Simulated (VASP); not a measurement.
# CO (Fm-3m) in VASP: further runs

The runs below take CO through single point, with PBE.

Program: VASP 6.6.1. These are calculated values, not measurements. Logs are shortened: lines on timing, memory, paths and dates and some standing lists are left out, and cuts for length are marked.

## (1) The cell of the first run

It takes space group Fm-3m (No. 225, cubic). The conventional cell has a = 4.601 Å, b = 4.601 Å, c = 4.601 Å, α = 90.00°, β = 90.00°, γ = 90.00°. C (site symmetry m-3m) has 6 O at 2.30 Å within 3.0 Å. Within 3.0 Å of O (site symmetry m-3m) lie 6 C at 2.30 Å.

## (2) Single point, PBE

The input, INCAR:

```
PREC = Accurate
ENCUT = 600
EDIFF = 1E-6
ISMEAR = 0
SIGMA = 0.1
LREAL = F
LASPH = T
NELM = 120
ALGO = Normal
ISIF = 2
LWAVE = F
LCHARG = F
GGA = PE
NBANDS = 12
GGA_COMPAT = F
```

The input, KPOINTS:

```
Automatic mesh
0
Gamma
  6 6 6
```

The input, POSCAR:

```
CO
1.0
    0.0000000000      2.3004564749      2.3004564749
    2.3004564749      0.0000000000      2.3004564749
    2.3004564749      2.3004564749      0.0000000000
C O
1 1
Direct
    0.0000000000      0.0000000000      0.0000000000
    0.5000000000      0.5000000000      0.5000000000
```

Potentials or basis: VASP PAW PBE potentials, release 64 (C, O).

Command:

```bash
> cat potpaw_PBE.64/C/POTCAR potpaw_PBE.64/O/POTCAR > POTCAR
> mpirun -np 1 vasp_std > vasp.out
```

OUTCAR:

```text
PREC = Accurate
   ENCUT = 600
   EDIFF = 1E-6
   ISMEAR = 0
   LREAL = F
   LASPH = T
   NELM = 120
   ISIF = 2
   GGA = PE

 ion  position               nearest neighbor table
   1  0.000  0.000  0.000-
   2  0.500  0.500  0.500-

  LATTYP: Found a face centered cubic cell.
 ALAT       =     4.6009129498

  Lattice vectors:

 A1 = (   0.0000000000,   2.3004564749,   2.3004564749)
 A2 = (   2.3004564749,   0.0000000000,   2.3004564749)
 A3 = (   2.3004564749,   2.3004564749,   0.0000000000)

Analysis of symmetry for initial positions (statically):
=====================================================================
 Subroutine PRICEL returns:
 Original cell was already a primitive cell.

 Routine SETGRP: Setting up the symmetry group for a
 face centered cubic supercell.

 Subroutine GETGRP returns: Found 48 space group operations
 (whereof 48 operations were pure point group operations)
 out of a pool of 48 trial point group operations.

The static configuration has the point symmetry O_h .

Analysis of symmetry for dynamics (positions and initial velocities):
=====================================================================
 Subroutine PRICEL returns:
 Original cell was already a primitive cell.

 Routine SETGRP: Setting up the symmetry group for a
 face centered cubic supercell.

 Subroutine GETGRP returns: Found 48 space group operations
 (whereof 48 operations were pure point group operations)
 out of a pool of 48 trial point group operations.

The dynamic configuration has the point symmetry O_h .

 Subroutine INISYM returns: Found 48 space group operations
 (whereof 48 operations are pure point group operations),
 and found     1 'primitive' translations

----------------------------------------------------------------------------------------

                                     Primitive cell

  volume of cell :      24.3485

  direct lattice vectors                    reciprocal lattice vectors
     0.000000000  2.300456475  2.300456475    -0.217348168  0.217348168  0.217348168
     2.300456475  0.000000000  2.300456475     0.217348168 -0.217348168  0.217348168
     2.300456475  2.300456475  0.000000000     0.217348168  0.217348168 -0.217348168

  length of vectors
     3.253336746  3.253336746  3.253336746     0.376458070  0.376458070  0.376458070

  position of ions in fractional coordinates (direct lattice)
     0.000000000  0.000000000  0.000000000
     0.500000000  0.500000000  0.500000000

  ion indices of the primitive-cell ions
   primitive index   ion index
                 1           1
                 2           2

----------------------------------------------------------------------------------------

 KPOINTS: Automatic mesh

Automatic generation of k-mesh.
 Grid dimensions read from file:
 generate k-points for:    6    6    6

 Generating k-lattice:

  Cartesian coordinates                     Fractional coordinates (reciprocal lattice)
    -0.036224695  0.036224695  0.036224695     0.166666667  0.000000000  0.000000000
     0.036224695 -0.036224695  0.036224695     0.000000000  0.166666667  0.000000000
     0.036224695  0.036224695 -0.036224695     0.000000000  0.000000000  0.166666667

  Length of vectors
     0.062743012  0.062743012  0.062743012

  Shift w.r.t. Gamma in fractional coordinates (k-lattice)
     0.000000000  0.000000000  0.000000000

 Subroutine IBZKPT returns following result:
 ===========================================

 Found     16 irreducible k-points:

 Following reciprocal coordinates:
            Coordinates               Weight
  0.000000  0.000000  0.000000      1.000000
  0.166667  0.000000  0.000000      8.000000
  0.333333  0.000000  0.000000      8.000000
  0.500000  0.000000  0.000000      4.000000
  0.166667  0.166667  0.000000      6.000000
  0.333333  0.166667  0.000000     24.000000
[... 8 lines left out ...]
 -0.333333  0.333333  0.166667     24.000000
 -0.333333  0.500000  0.166667     12.000000
   k-points           NKPTS =     16   k-points in BZ     NKDIM =     16   number of bands    NBANDS=     12
   number of dos      NEDOS =    301   number of ions     NIONS =      2
   total plane-waves  NPLWV =  21952
   dimension x,y,z NGX =    28 NGY =   28 NGZ =   28
   dimension x,y,z NGXF=    56 NGYF=   56 NGZF=   56
   ions per type =               1   1
   NGX,Y,Z   is equivalent  to a cutoff of  14.31, 14.31, 14.31 a.u.
   NGXF,Y,Z  is equivalent  to a cutoff of  28.62, 28.62, 28.62 a.u.
 SYSTEM =  unknown system
   PREC   = accura    normal or accurate (medium, high low for compatibility)
   ISTART =      0    job   : 0-new  1-cont  2-samecut
   ICHARG =      2    charge: 1-file 2-atom 10-const
   ISPIN  =      1    spin polarized calculation?
   LNONCOLLINEAR =      F non collinear calculations
   LSORBIT =      F    spin-orbit coupling
   LASPH  =      T    aspherical Exc in radial PAW
   ENCUT  =  600.0 eV  44.10 Ry    6.64 a.u.   6.50  6.50  6.50*2*pi/ulx,y,z
   NELM   =    120;   NELMIN=  2; NELMDL= -5     # of ELM steps
   EDIFF  = 0.1E-05   stopping-criterion for ELM
   LREAL  =      F    real-space projection
   EDIFFG = 0.1E-04   stopping-criterion for IOM
   NSW    =      0    number of steps for IOM
   IBRION =     -1    ionic relax: 0-MD 1-quasi-New 2-CG
   NFREE  =      0    steps in history (QN), initial steepest desc. (CG)
   ISIF   =      2    stress and relaxation
   ISYM   =      2    0-nonsym 1-usesym 2-fastsym
   POTIM  = 0.5000    time-step for ionic-motion
   TEBEG  =    0.0;   TEEND  =   0.0 temperature during run
   PSTRESS=    0.0 pullay stress
   NELECT =      10.0000    total number of electrons
   NUPDOWN=      -1.0000    fix difference up-down
   EMIN   =  10.00;   EMAX   =-10.00  energy-range for DOS
   EFERMI =   0.00;   METHOD = LEGACY
   ISMEAR =     0;   SIGMA  =   0.10  broadening in eV -4-tet -1-fermi 0-gaus
   EFERMI_NEDOS =   21; number of points for ismear=-14 and -15
   IALGO  =     38    algorithm
   IMIX   =      4    mixing-type and parameters
     AMIX     =   0.40;   BMIX     =  1.00
     AMIX_MAG =   1.60;   BMIX_MAG =  1.00
  volume/ion in A,a.u.               =      12.17        82.16
  Fermi-wavevector in a.u.,A,eV,Ry     =   1.216889  2.299586 20.147749  1.480818
  Thomas-Fermi vector in A             =   2.352227
   LORBIT       =      0    0 simple, 1 ext, 2 COOP (PROOUT), +10 PAW based schemes
   GGA     = PE    functional components
   LHFCALC =     F    Hartree Fock is set to
   AEXX    =    0.0000 exact exchange contribution
   IVDW    =     0    specifies the selected vdW correction
   LEPSILON=     F    determine dielectric tensor
   LRPA    =     F    only Hartree local field effects (RPA)
 non-spin polarized calculation
 Gauss-broadening in eV      SIGMA  =   0.10
  energy-cutoff  :      600.00
  volume of cell :       24.35
 maximum number of plane-waves:       869
 NGX is ok and might be reduce to    28
   NGX = 13   NGY = 13   NGZ = 13

 number of electron      10.0000002 magnetization

 Free energy of the ion-electron system (eV)
  ---------------------------------------------------
  ext. energy  EPLUGINS =         0.00000000
  ---------------------------------------------------
  free energy    TOTEN  =        -8.25483023 eV

  energy without entropy =       -8.25280391  energy(sigma->0) =       -8.25381707

 E-fermi :   0.3195     XC(G=0):  -9.8761

 val. band max:        0.3019559281   @ k =   0.5000   0.0000   0.0000
 cond. band min:       0.3370281493   @ k =   0.5000   0.0000   0.0000
 fundamental gap:      0.0350722213
 Fermi energy:         0.3194920385

 k-point     1 :       0.0000    0.0000    0.0000
  band No.  band energies     occupation
      1     -17.1351      2.00000
      2      -7.1451      2.00000
      3      -1.3164      2.00000
      4      -1.3164      2.00000
      5      -1.3164      2.00000
      6       3.1588      0.00000
      7       3.1588      0.00000
      8       3.1588      0.00000
      9      14.4405      0.00000
     10      16.9329      0.00000
     11      16.9329      0.00000
     12      16.9329      0.00000

 k-point     2 :       0.1667    0.0000    0.0000
  band No.  band energies     occupation
      1     -16.9305      2.00000
      2      -7.5888      2.00000
      3      -1.2433      2.00000
      4      -1.2433      2.00000
      5      -1.0590      2.00000
      6       2.5853      0.00000
      7       2.7629      0.00000
      8       2.7629      0.00000
      9      14.9912      0.00000
     10      15.6659      0.00000
     11      17.7295      0.00000
     12      17.7295      0.00000

 k-point     3 :       0.3333    0.0000    0.0000
  band No.  band energies     occupation
      1     -16.4697      2.00000
      2      -8.4776      2.00000
      3      -1.0364      2.00000
      4      -1.0364      2.00000
      5      -0.4776      2.00000
      6       1.4035      0.00000
      7       1.9566      0.00000
      8       1.9566      0.00000
      9      14.8337      0.00000
     10      16.3403      0.00000
     11      19.8295      0.00000
     12      19.8295      0.00000
[... 166 lines left out ...]
 k-point    15 :      -0.3333    0.3333    0.1667
  band No.  band energies     occupation
      1     -16.0322      2.00000
      2      -8.2387      2.00000
      3      -3.2794      2.00000
      4      -3.0168      2.00000
      5      -0.3313      2.00000
      6       1.2940      0.00000
      7       3.3094      0.00000
      8       3.4886      0.00000
      9      14.9773      0.00000
     10      15.3206      0.00000
     11      21.1522      0.00000
     12      23.6646      0.00000

 k-point    16 :      -0.3333    0.5000    0.1667
  band No.  band energies     occupation
      1     -15.9812      2.00000
      2      -7.7816      2.00000
      3      -4.1915      2.00000
      4      -3.2279      2.00000
      5      -1.1540      2.00000
      6       2.2254      0.00000
      7       3.7183      0.00000
      8       3.9173      0.00000
      9      13.2242      0.00000
     10      16.5535      0.00000
     11      20.7049      0.00000
     12      23.9739      0.00000

------------------------ aborting loop because EDIFF is reached ----------------------------------------

  FORCE on cell =-STRESS in cart. coord.  units (eV):
  Direction    XX          YY          ZZ          XY          YZ          ZX
  --------------------------------------------------------------------------------------
  -------------------------------------------------------------------------------------
  Total       -4.7103986     -4.7103986     -4.7103986      0.0000000      0.0000000     -0.0000000
  in kB     -309.9532444   -309.9532444   -309.9532444      0.0000000      0.0000000     -0.0000000
  external PRESSURE =    -309.9532444 kB  Pullay stress =       0.0000000 kB

 VOLUME and BASIS-vectors are now :
 -----------------------------------------------------------------------------
  energy-cutoff  :      600.00
  volume of cell :       24.35
      direct lattice vectors                 reciprocal lattice vectors
     0.000000000  2.300456475  2.300456475    -0.217348168  0.217348168  0.217348168
     2.300456475  0.000000000  2.300456475     0.217348168 -0.217348168  0.217348168
     2.300456475  2.300456475  0.000000000     0.217348168  0.217348168 -0.217348168

 POSITION                                       TOTAL-FORCE (eV/Angst)
 -----------------------------------------------------------------------------------
      0.00000      0.00000      0.00000        -0.000000      0.000000     -0.000000
      2.30046      2.30046      2.30046         0.000000     -0.000000      0.000000
 -----------------------------------------------------------------------------------
    total drift:                                0.000000      0.000000      0.000000

  FREE ENERGIE OF THE ION-ELECTRON SYSTEM (eV)
  ---------------------------------------------------
  free  energy   TOTEN  =        -8.2548302258 eV

  energy  without entropy=       -8.2528039149  energy(sigma->0) =       -8.25381707
```

It took 9.6 s on 1 thread of Intel Xeon Platinum 8259CL at 2.50GHz (Skylake/Cascade Lake), shared host; peak memory 0.14 GiB.

Results:

| Property | Result |
| --- | --- |
| Free energy | -8.2548 eV |
| Pressure | -31.0 GPa |
| Band gap on the k mesh | 0.04 eV |

Levels at points of the mesh, in eV from the valence-band top:
```
           k point  band 3  band 4  band 5  band 6  band 7  band 8
(0.00, 0.00, 0.00)   -1.62   -1.62   -1.62    2.86    2.86    2.86
(0.50, 0.00, 0.00)   -1.18   -1.18    0.00    0.04    1.22    1.22
(0.50, 0.50, 0.00)   -4.91   -2.96   -2.96    3.36    3.36    3.74
```

Caveat: the cell stands under tension. A k mesh can miss the band edges.

## (3) Single point, PBE

This run uses another cell than the first one, of 7.85 Å³/atom.

The input, INCAR:

```
  PREC = Accurate
  ENCUT = 600
  EDIFF = 1E-6
  ISMEAR = 0
  SIGMA = 0.02
  LREAL = F
  LASPH = T
  NELM = 120
  ALGO = Normal
  ISIF = 2
  LWAVE = F
  LCHARG = F
  GGA = PE
  NBANDS = 12
  GGA_COMPAT = F
```

The input, KPOINTS:

```
Automatic mesh
0
Gamma
  12 12 12
```

The input, POSCAR:

```
CO
1.0
    0.0000000000      1.9877274082      1.9877274082
    1.9877274082      0.0000000000      1.9877274082
    1.9877274082      1.9877274082      0.0000000000
C O
1 1
Direct
    0.0000000000      0.0000000000      0.0000000000
    0.5000000000      0.5000000000      0.5000000000
```

Potentials or basis: VASP PAW PBE potentials, release 64 (C, O).

Command:

```bash
> cat potpaw_PBE.64/C/POTCAR potpaw_PBE.64/O/POTCAR > POTCAR
> mpirun -np 1 vasp_std > vasp.out
```

Run time: 13 s. Hardware: 1 thread of Intel Xeon Platinum 8259CL at 2.50GHz (Skylake/Cascade Lake), shared host; peak memory 0.14 GiB.

Results (log left out):

```
Free energy            : -9.4474 eV
Pressure               : -0.3 GPa
Band gap on the k mesh : 0.27 eV (least direct gap 0.31 eV)
```

Levels at points of the mesh, in eV from the valence-band top:
| k point | band 1 | band 2 | band 3 | band 4 | band 5 | band 6 | band 7 | band 8 | band 9 | band 10 |
| --- | --- | --- | --- | --- | --- | --- | --- | --- | --- | --- |
| (0.00, 0.00, 0.00) | -21.87 | -6.11 | -3.66 | -3.66 | -3.66 | 3.94 | 3.94 | 3.94 | 17.42 | 17.42 |
| (0.50, 0.00, 0.00) | -19.48 | -12.37 | -3.18 | -3.18 | -0.22 | 0.93 | 0.93 | 1.06 | 16.94 | 19.94 |
| (0.50, 0.50, 0.00) | -18.83 | -9.30 | -7.74 | -5.98 | -5.98 | 4.87 | 4.87 | 5.51 | 10.10 | 22.30 |

A k mesh can miss the band edges.
